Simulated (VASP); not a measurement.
# GaFe (P-6m2) in VASP: single point with LDA

Aim: the single point of GaFe with LDA.

Everything below comes from runs of VASP 6.6.1. Logs are shortened: lines on timing, memory, paths and dates and some standing lists are left out, and cuts for length are marked.

**1. The cell of the first run**

Symmetry: P-6m2, No. 187, hexagonal system. Conventional cell: a = 2.748 Å, b = 2.748 Å, c = 4.031 Å, α = 90.00°, β = 90.00°, γ = 120.00°. Ga (site symmetry -6m2) has 6 Fe at 2.56 Å and 6 Ga at 2.75 Å within 3.4 Å. Fe (site symmetry -6m2) has 6 Ga at 2.56 Å and 6 Fe at 2.75 Å within 3.4 Å.

**2. Single point, LDA, collinear spin, ferromagnetic start**

INCAR

```
ALGO = Normal ; EDIFF = 1E-6
ENCUT = 520 ; GGA = CA
ISIF = 2 ; ISMEAR = -1
ISPIN = 2 ; LASPH = True
LCHARG = False ; LMAXMIX = 4
LORBIT = 11 ; LREAL = False
LWAVE = False ; MAGMOM = 0 3.5
NBANDS = 22 ; NELM = 150
PREC = Accurate ; SIGMA = 0.1
```

KPOINTS

```
k-points
0
Gamma
  11 11 7
```

POSCAR

```
GaFe
1.0
    2.7481310000      0.0000000000      0.0000000000
   -1.3740650000      2.3799510000      0.0000000000
    0.0000000000      0.0000000000      4.0307820000
Ga Fe
1 1
Direct
    0.0000000000      0.0000000000      0.5000000000
    0.6666666667      0.3333333333      0.0000000000
```

Potentials or basis: VASP PAW LDA potentials, release 64 (Ga_d, Fe).

Run with:

```console
> cat potpaw_LDA.64/Ga_d/POTCAR potpaw_LDA.64/Fe/POTCAR > POTCAR
> mpirun -np 1 vasp_std > vasp.out
```

OUTCAR:

```text
EDIFF = 1E-6
   ENCUT = 520
   GGA = CA
   ISIF = 2
   ISMEAR = -1
   ISPIN = 2
   LASPH = True
   LORBIT = 11
   LREAL = False
   NELM = 150
   PREC = Accurate

 ion  position               nearest neighbor table
   1  0.000  0.000  0.500-   2 2.56   2 2.56   2 2.56   2 2.56   2 2.56   2 2.56
   2  0.667  0.333  0.000-   1 2.56   1 2.56   1 2.56   1 2.56   1 2.56   1 2.56

  LATTYP: Found a hexagonal cell.
 ALAT       =     2.7481310000
 C/A-ratio  =     1.4667357560

  Lattice vectors:

 A1 = (   2.7481310000,   0.0000000000,   0.0000000000)
 A2 = (  -1.3740650000,   2.3799510000,   0.0000000000)
 A3 = (   0.0000000000,   0.0000000000,   4.0307820000)

Analysis of symmetry for initial positions (statically):
=====================================================================
 Subroutine PRICEL returns:
 Original cell was already a primitive cell.

 Routine SETGRP: Setting up the symmetry group for a
 hexagonal supercell.

 Subroutine GETGRP returns: Found 12 space group operations
 (whereof 12 operations were pure point group operations)
 out of a pool of 24 trial point group operations.

The static configuration has the point symmetry D_3h.

Analysis of symmetry for dynamics (positions and initial velocities):
=====================================================================
 Subroutine PRICEL returns:
 Original cell was already a primitive cell.

 Routine SETGRP: Setting up the symmetry group for a
 hexagonal supercell.

 Subroutine GETGRP returns: Found 12 space group operations
 (whereof 12 operations were pure point group operations)
 out of a pool of 24 trial point group operations.

The dynamic configuration has the point symmetry D_3h.

Analysis of structural, dynamic, and magnetic symmetry:
=====================================================================
 Subroutine PRICEL returns:
 Original cell was already a primitive cell.

 Routine SETGRP: Setting up the symmetry group for a
 hexagonal supercell.

 Subroutine GETGRP returns: Found 12 space group operations
 (whereof 12 operations were pure point group operations)
 out of a pool of 24 trial point group operations.

The overall configuration has the point symmetry D_3h.

 Subroutine INISYM returns: Found 12 space group operations
 (whereof 12 operations are pure point group operations),
 and found     1 'primitive' translations

[... 114 lines left out ...]
     AMIX_MAG =   1.60;   BMIX_MAG =  1.00
  volume/ion in A,a.u.               =      13.18        88.95
  Fermi-wavevector in a.u.,A,eV,Ry     =   1.517573  2.867798 31.334608  2.303029
  Thomas-Fermi vector in A             =   2.626810
   LORBIT       =     11    0 simple, 1 ext, 2 COOP (PROOUT), +10 PAW based schemes
   GGA     = CA    functional components
   LHFCALC =     F    Hartree Fock is set to
   AEXX    =    0.0000 exact exchange contribution
   IVDW    =     0    specifies the selected vdW correction
   LEPSILON=     F    determine dielectric tensor
   LRPA    =     F    only Hartree local field effects (RPA)
 spin polarized calculation
  energy-cutoff  :      520.00
  volume of cell :       26.36
 maximum number of plane-waves:       727
   NGX = 11   NGY = 11   NGZ = 15

 number of electron      21.0000027 magnetization       1.8367753

 Free energy of the ion-electron system (eV)
  ---------------------------------------------------
  ext. energy  EPLUGINS =         0.00000000
  ---------------------------------------------------
  free energy    TOTEN  =       -12.98463155 eV

  energy without entropy =      -12.92050203  energy(sigma->0) =      -12.95256679

 E-fermi :   6.6049     XC(G=0): -12.9400

 val. band max:        6.5959941872   @ k =   0.1818   0.1818   0.4286
 cond. band min:       6.6077654481   @ k =   0.4545   0.0000   0.4286
 fundamental gap:      0.0117712610
 Fermi energy:         6.6048599975

 spin component 1

 k-point     1 :       0.0000    0.0000    0.0000
  band No.  band energies     occupation
      1      -8.3965      1.00000
      2      -8.3509      1.00000
      3      -8.3509      1.00000
      4      -8.0615      1.00000
      5      -8.0615      1.00000
      6      -4.8592      1.00000
[... 589 lines left out ...]
     21      27.9015      0.00000
     22      30.0119      0.00000

 [... further k-points ...]

 spin component 2

 k-point     1 :       0.0000    0.0000    0.0000
  band No.  band energies     occupation
      1      -8.4170      1.00000
      2      -8.3633      1.00000
      3      -8.3633      1.00000
      4      -8.0734      1.00000
      5      -8.0734      1.00000
      6      -4.8184      1.00000
[... 589 lines left out ...]
     21      28.2057      0.00000
     22      30.2165      0.00000

 [... further k-points ...]

------------------------ aborting loop because EDIFF is reached ----------------------------------------

  FORCE on cell =-STRESS in cart. coord.  units (eV):
  Direction    XX          YY          ZZ          XY          YZ          ZX
  --------------------------------------------------------------------------------------
  -------------------------------------------------------------------------------------
  Total       -1.8789693     -1.8789689     -2.6643835     -0.0000004      0.0000000     -0.0000000
  in kB     -114.1919535   -114.1919287   -161.9244954     -0.0000240      0.0000000     -0.0000000
  external PRESSURE =    -130.1027925 kB  Pullay stress =       0.0000000 kB

 VOLUME and BASIS-vectors are now :
 -----------------------------------------------------------------------------
  energy-cutoff  :      520.00
  volume of cell :       26.36
      direct lattice vectors                 reciprocal lattice vectors
     2.748131000  0.000000000  0.000000000     0.363883672  0.210088283  0.000000000
    -1.374065000  2.379951000  0.000000000     0.000000000  0.420176718  0.000000000
     0.000000000  0.000000000  4.030782000     0.000000000  0.000000000  0.248090817

 POSITION                                       TOTAL-FORCE (eV/Angst)
 -----------------------------------------------------------------------------------
      0.00000      0.00000      2.01539        -0.000000      0.000000      0.000000
      1.37407      0.79332      0.00000         0.000000      0.000000      0.000000
 -----------------------------------------------------------------------------------
    total drift:                                0.000001      0.000001      0.000000

  FREE ENERGIE OF THE ION-ELECTRON SYSTEM (eV)
  ---------------------------------------------------
  free  energy   TOTEN  =       -12.9846315455 eV

  energy  without entropy=      -12.9205020271  energy(sigma->0) =      -12.95256679

 total charge

# of ion       s       p       d       tot
------------------------------------------
    1        0.923   0.841  10.017  11.782
    2        0.390   0.444   6.300   7.135
--------------------------------------------------
tot          1.314   1.285  16.317  18.917

 magnetization (x)

# of ion       s       p       d       tot
------------------------------------------
    1       -0.017  -0.051   0.001  -0.068
    2       -0.001  -0.011   1.923   1.912
--------------------------------------------------
tot         -0.018  -0.062   1.924   1.844
```

OSZICAR:

```text
N       E                     dE             d eps       ncg     rms          rms(c)
DAV:   1     0.114891074714E+03    0.11489E+03   -0.92008E+03  6122   0.166E+03
DAV:   2    -0.417652313715E+01   -0.11907E+03   -0.11115E+03  5668   0.315E+02
DAV:   3    -0.141748340316E+02   -0.99983E+01   -0.98144E+01  6520   0.778E+01
DAV:   4    -0.143125901292E+02   -0.13776E+00   -0.13769E+00  6404   0.966E+00
DAV:   5    -0.143147368265E+02   -0.21467E-02   -0.21466E-02  6938   0.121E+00    0.118E+01
DAV:   6    -0.154352521454E+02   -0.11205E+01   -0.21383E+01  6594   0.491E+01    0.160E+01
DAV:   7    -0.130418031016E+02    0.23934E+01   -0.11272E+01  6776   0.349E+01    0.270E+00
DAV:   8    -0.130011737453E+02    0.40629E-01   -0.11016E-01  7578   0.272E+00    0.114E+00
DAV:   9    -0.129874809842E+02    0.13693E-01   -0.14636E-02  8282   0.120E+00    0.488E-01
DAV:  10    -0.129850040427E+02    0.24769E-02   -0.18461E-03  8224   0.429E-01    0.126E-01
DAV:  11    -0.129847477394E+02    0.25630E-03   -0.22390E-04  8292   0.128E-01    0.999E-02
DAV:  12    -0.129846347525E+02    0.11299E-03   -0.11780E-04  8456   0.862E-02    0.402E-02
DAV:  13    -0.129846316087E+02    0.31438E-05   -0.60796E-06  7824   0.284E-02    0.166E-02
DAV:  14    -0.129846315455E+02    0.63187E-07   -0.73105E-07  3646   0.101E-02
   1 F= -.12984632E+02 E0= -.12952567E+02  d E =-.641295E-01  mag=     1.8361
```

It took 62 s on 1 thread of Intel Xeon Platinum 8259CL at 2.50GHz (Skylake/Cascade Lake), shared host; peak memory 0.17 GiB.

Results:

```yaml
Free_energy: -12.9846 eV
Pressure: -13.0 GPa
Net_moment: 1.84 μB per cell
Site_moments: Ga -0.07; Fe +1.91 μB
Valence_electrons_inside_the_program's_atomic_spheres: Ga 11.78; Fe 7.13
```

Stress tensor (GPa, compression positive):
```
-11.42   0.00   0.00
  0.00 -11.42   0.00
  0.00   0.00 -16.19
```

Caveat: the cell stands under tension.
